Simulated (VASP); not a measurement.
Crystal: Co.

```
Co
1.0
     2.42941    0.00000    0.00000
    -1.21471    2.10393    0.00000
     0.00000    0.00000    3.91794
Co
2
Direct
  0.33333 0.66667 0.75000
  0.66667 0.33333 0.25000
```

Base run:

| Quantity | Value |
| --- | --- |
| Program | VASP 6.6.1 |
| Functional | LDA |
| Potentials or basis | VASP PAW LDA potentials, release 64 (Co) |
| Cutoff | 600 eV |
| k mesh | 20 × 20 × 12 |
| Occupations | gaussian, width 0.05 eV |
| Spin | collinear spin, ferromagnetic start |
| Starting moments | [0.5, 0.5] μB |

Its results: pressure -1.3 GPa.

Q: The run is repeated on the same cell with these changes: spin from collinear spin, ferromagnetic start to no spin polarisation; further incar settings from ALGO = Normal; EDIFF = 1e-06; NBANDS = 20 to ALGO = Normal; EDIFF = 1e-06; NBANDS = 16. What comes out?

A: Pressure -12.6 GPa.

Caveats: the cell stands under tension (at least some runs).
